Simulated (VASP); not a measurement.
# Nb3Te8Mo (P-6m2) in VASP: single point with PBE

Aim: the single point of Nb3Te8Mo with PBE.

All numbers are computed with VASP 6.6.1; they aren't measurements. Logs are shortened: lines on timing, memory, paths and dates and some standing lists are left out, and cuts for length are marked.

### 1 The cell of the first run

The structure is hexagonal, space group P-6m2 (No. 187). The conventional cell has a = 3.656 Å, b = 3.656 Å, c = 29.275 Å, α = 90.00°, β = 90.00°, γ = 120.00°. Nb (site symmetry 3m) has 6 Te at 2.81 Å and 6 Nb at 3.66 Å within 3.7 Å. Nb (site symmetry -6m2) has 6 Te at 2.81 Å and 6 Nb at 3.66 Å within 3.7 Å. Within 3.8 Å of Te (site symmetry 3m) lie 3 Nb at 2.81 Å and 7 Te at 3.66 to 3.71 Å. Within 3.7 Å of Te (site symmetry 3m) lie 3 Mo at 2.76 Å and 7 Te at 3.54 to 3.66 Å. Within 3.8 Å of Te (site symmetry 3m) lie 3 Nb at 2.81 Å and 7 Te at 3.66 to 3.71 Å. Within 3.8 Å of Te (site symmetry 3m) lie 3 Nb at 2.81 Å and 7 Te at 3.66 to 3.71 Å. Mo (site symmetry -6m2) has 6 Te at 2.76 Å and 6 Mo at 3.66 Å within 3.7 Å.

### 2 Single point, PBE

File POSCAR:

```
Nb3Te8Mo
1.0
    3.6555854082      0.0000000000      0.0000000000
   -1.8277927041      3.1658298292      0.0000000000
    0.0000000000      0.0000000000     29.2752964234
Nb Te Mo
3 8 1
Direct
    0.3333333333      0.6666666667      0.7486977782
    0.3333333333      0.6666666667      0.2513022218
    0.6666666667      0.3333333333      0.0000000000
    0.3333333333      0.6666666667      0.9365897251
    0.3333333333      0.6666666667      0.4394681340
    0.6666666667      0.3333333333      0.6853683257
    0.6666666667      0.3333333333      0.1879033949
    0.3333333333      0.6666666667      0.0634102749
    0.3333333333      0.6666666667      0.5605318660
    0.6666666667      0.3333333333      0.8120966051
    0.6666666667      0.3333333333      0.3146316743
    0.6666666667      0.3333333333      0.5000000000
```

File INCAR.step1:

```
SYSTEM = Nb3Te8Mo
PREC = Accurate ; ENCUT = 520
EDIFF = 1E-6 ; ISMEAR = 0
SIGMA = 0.1 ; LREAL = .FALSE.
LASPH = .TRUE. ; NELM = 100
ALGO = Fast ; ISIF = 2
LWAVE = .FALSE. ; LCHARG = .TRUE.
LMAXMIX = 4 ; GGA = PE
NBANDS = 62
```

File KPOINTS.step1:

```
Automatic mesh
0
G
  12 12 2
  0 0 0
```

File INCAR.step2:

```
SYSTEM = Nb3Te8Mo
PREC = Accurate ; ENCUT = 520
EDIFF = 1E-6 ; ISMEAR = -5
SIGMA = 0.1 ; LREAL = .FALSE.
LASPH = .TRUE. ; NELM = 100
ALGO = Fast ; ISIF = 2
LWAVE = .FALSE. ; LCHARG = .FALSE.
LMAXMIX = 4 ; GGA = PE
LORBIT = 11 ; NBANDS = 62
NEDOS = 2001 ; ICHARG = 11
```

File KPOINTS.step2:

```
Automatic mesh
0
G
  18 18 3
  0 0 0
```

Potentials or basis: VASP PAW PBE potentials, release 64 (Nb_sv, Te, Mo_sv).

Launch:

```bash
$ cat potpaw_PBE.64/Nb_sv/POTCAR potpaw_PBE.64/Te/POTCAR potpaw_PBE.64/Mo_sv/POTCAR > POTCAR
$ cp INCAR.step1 INCAR
$ cp KPOINTS.step1 KPOINTS
$ mpirun -np 1 vasp_std > vasp.out
$ cp INCAR.step2 INCAR
$ cp KPOINTS.step2 KPOINTS
$ mpirun -np 1 vasp_std > vasp.out
```

OUTCAR:

```text
SYSTEM = Nb3Te8Mo
   PREC = Accurate
   ENCUT = 520
   EDIFF = 1E-6
   ISMEAR = -5
   LREAL = .FALSE.
   LASPH = .TRUE.
   NELM = 100
   ISIF = 2
   GGA = PE
   LORBIT = 11
   ICHARG = 11

 ion  position               nearest neighbor table
   1  0.333  0.667  0.749-   6 2.81   6 2.81   6 2.81  10 2.81  10 2.81  10 2.81
   2  0.333  0.667  0.251-  11 2.81  11 2.81  11 2.81   7 2.81   7 2.81   7 2.81
   3  0.667  0.333  0.000-   4 2.81   8 2.81   4 2.81   8 2.81   4 2.81   8 2.81
   4  0.333  0.667  0.937-   3 2.81   3 2.81   3 2.81
   5  0.333  0.667  0.439-  12 2.76  12 2.76  12 2.76   9 3.54
   6  0.667  0.333  0.685-   1 2.81   1 2.81   1 2.81
   7  0.667  0.333  0.188-   2 2.81   2 2.81   2 2.81
   8  0.333  0.667  0.063-   3 2.81   3 2.81   3 2.81
   9  0.333  0.667  0.561-  12 2.76  12 2.76  12 2.76   5 3.54
  10  0.667  0.333  0.812-   1 2.81   1 2.81   1 2.81
  11  0.667  0.333  0.315-   2 2.81   2 2.81   2 2.81
  12  0.667  0.333  0.500-   5 2.76   9 2.76   5 2.76   9 2.76   5 2.76   9 2.76

  LATTYP: Found a hexagonal cell.
 ALAT       =     3.6555854082
 C/A-ratio  =     8.0083743517

  Lattice vectors:

 A1 = (   3.6555854082,   0.0000000000,   0.0000000000)
 A2 = (  -1.8277927041,   3.1658298292,   0.0000000000)
 A3 = (   0.0000000000,   0.0000000000,  29.2752964234)

Analysis of symmetry for initial positions (statically):
=====================================================================
 Subroutine PRICEL returns:
 Original cell was already a primitive cell.

 Routine SETGRP: Setting up the symmetry group for a
 hexagonal supercell.

 Subroutine GETGRP returns: Found 12 space group operations
 (whereof 12 operations were pure point group operations)
 out of a pool of 24 trial point group operations.

The static configuration has the point symmetry D_3h.

Analysis of symmetry for dynamics (positions and initial velocities):
=====================================================================
 Subroutine PRICEL returns:
 Original cell was already a primitive cell.

 Routine SETGRP: Setting up the symmetry group for a
 hexagonal supercell.

 Subroutine GETGRP returns: Found 12 space group operations
 (whereof 12 operations were pure point group operations)
 out of a pool of 24 trial point group operations.

The dynamic configuration has the point symmetry D_3h.

 Subroutine INISYM returns: Found 12 space group operations
 (whereof 12 operations are pure point group operations),
 and found     1 'primitive' translations

[... 141 lines left out ...]
   GGA     = PE    functional components
   LHFCALC =     F    Hartree Fock is set to
   AEXX    =    0.0000 exact exchange contribution
   IVDW    =     0    specifies the selected vdW correction
   LEPSILON=     F    determine dielectric tensor
   LRPA    =     F    only Hartree local field effects (RPA)
 non-spin polarized calculation
 RMM-DIIS sequential band-by-band and
 Fermi weights with tetrahedron method with Bloechl corrections
  energy-cutoff  :      520.00
  volume of cell :      338.80
 maximum number of plane-waves:      9165
 NGX is ok and might be reduce to    28

 number of electron     100.9999997 magnetization

 Free energy of the ion-electron system (eV)
  ---------------------------------------------------
  ext. energy  EPLUGINS =         0.00000000
  ---------------------------------------------------
  free energy    TOTEN  =       -71.43192217 eV

  energy without entropy =      -71.43192217  energy(sigma->0) =      -71.43192217

 E-fermi :   6.7426     XC(G=0):  -9.8052

 val. band max:        6.7417252377   @ k =   0.1111   0.1111   0.3333
 cond. band min:       6.7402850197   @ k =   0.1667   0.0000   0.0000
 fundamental gap:     -0.0014402180
 Fermi energy:         6.7425731273

 k-point     1 :       0.0000    0.0000    0.0000
  band No.  band energies     occupation
      1     -54.2331      2.00000
      2     -48.1797      2.00000
      3     -48.1773      2.00000
      4     -48.1773      2.00000
      5     -28.3295      2.00000
      6     -28.2972      2.00000
[... 1549 lines left out ...]
     61       9.3187      0.00000
     62       9.8080      0.00000

 [... further k-points ...]
[... 5 lines left out ...]
  --------------------------------------------------------------------------------------
  -------------------------------------------------------------------------------------
  Total       -0.1349250     -0.1349250     -0.3880012      0.0000000      0.0000000      0.0000000
  in kB       -0.6380535     -0.6380535     -1.8348384      0.0000000      0.0000000      0.0000000
  external PRESSURE =      -1.0369818 kB  Pullay stress =       0.0000000 kB

 VOLUME and BASIS-vectors are now :
 -----------------------------------------------------------------------------
  energy-cutoff  :      520.00
  volume of cell :      338.80
      direct lattice vectors                 reciprocal lattice vectors
     3.655585408  0.000000000  0.000000000     0.273553997  0.157936474  0.000000000
    -1.827792704  3.165829829  0.000000000     0.000000000  0.315872948  0.000000000
     0.000000000  0.000000000 29.275296423     0.000000000  0.000000000  0.034158493

 POSITION                                       TOTAL-FORCE (eV/Angst)
 -----------------------------------------------------------------------------------
     -0.00000      2.11055     21.91835        -0.000000     -0.000000      0.000127
     -0.00000      2.11055      7.35695        -0.000000      0.000000     -0.000127
      1.82779      1.05528      0.00000         0.000000      0.000000      0.000000
     -0.00000      2.11055     27.41894         0.000000      0.000000      0.020684
     -0.00000      2.11055     12.86556         0.000000      0.000000     -0.009025
      1.82779      1.05528     20.06436         0.000000      0.000000      0.011492
      1.82779      1.05528      5.50093         0.000000     -0.000000      0.013316
     -0.00000      2.11055      1.85635         0.000000      0.000000     -0.020684
     -0.00000      2.11055     16.40974         0.000000      0.000000      0.009025
      1.82779      1.05528     23.77437         0.000000     -0.000000     -0.013316
      1.82779      1.05528      9.21094         0.000000      0.000000     -0.011492
      1.82779      1.05528     14.63765        -0.000000      0.000000      0.000000
 -----------------------------------------------------------------------------------
    total drift:                               -0.000823      0.000475     -0.000000

  FREE ENERGIE OF THE ION-ELECTRON SYSTEM (eV)
  ---------------------------------------------------
  free  energy   TOTEN  =       -71.4319221739 eV

  energy  without entropy=      -71.4319221739  energy(sigma->0) =      -71.43192217

 total charge

# of ion       s       p       d       tot
------------------------------------------
    1        2.143   5.998   2.429  10.570
    2        2.143   5.998   2.429  10.570
    3        2.143   5.998   2.433  10.573
    4        1.382   1.990   0.049   3.421
    5        1.386   1.953   0.055   3.394
    6        1.380   1.995   0.049   3.425
    7        1.382   1.990   0.049   3.421
    8        1.382   1.990   0.049   3.421
    9        1.386   1.953   0.055   3.394
   10        1.382   1.990   0.049   3.421
   11        1.380   1.995   0.049   3.425
   12        2.248   6.130   3.927  12.305
--------------------------------------------------
tot         19.737  39.979  11.622  71.339
```

OSZICAR.step1:

```text
N       E                     dE             d eps       ncg     rms          rms(c)
DAV:   1     0.888838431676E+03    0.88884E+03   -0.47780E+04  5096   0.145E+03
DAV:   2     0.648299802115E+01   -0.88236E+03   -0.85959E+03  6468   0.440E+02
DAV:   3    -0.671353367929E+02   -0.73618E+02   -0.72218E+02  6536   0.112E+02
[... 20 lines left out ...]
RMM:  24    -0.714598610335E+02   -0.35298E-05   -0.50516E-05  7049   0.165E-02    0.247E-02
RMM:  25    -0.714598633405E+02   -0.23070E-05   -0.33461E-05  6519   0.139E-02    0.213E-02
RMM:  26    -0.714598642249E+02   -0.88441E-06   -0.20917E-05  6463   0.135E-02    0.123E-02
RMM:  27    -0.714598653435E+02   -0.11187E-05   -0.13250E-05  5533   0.111E-02    0.103E-02
RMM:  28    -0.714598660471E+02   -0.70362E-06   -0.79821E-06  4882   0.909E-03
   1 F= -.71459866E+02 E0= -.71431284E+02  d E =-.571645E-01
```

Wall time 1.7 h (1 thread of Oxide Virtual Turin-like, shared host); peak memory 1.2 GiB.

What came out:

```yaml
Valence_electrons_inside_the_program's_atomic_spheres: Nb 10.57; Te 3.42, 3.39 (each value once); Mo 12.30
```

Caveat: spin-orbit coupling is left out, which moves the levels of the heavy elements; this functional lacks dispersion, which binds layers or chains, so the pressure and a relaxed spacing across them are unreliable; an odd number of electrons without spin polarisation forces a metal; a magnetic or distorted state may lie lower.
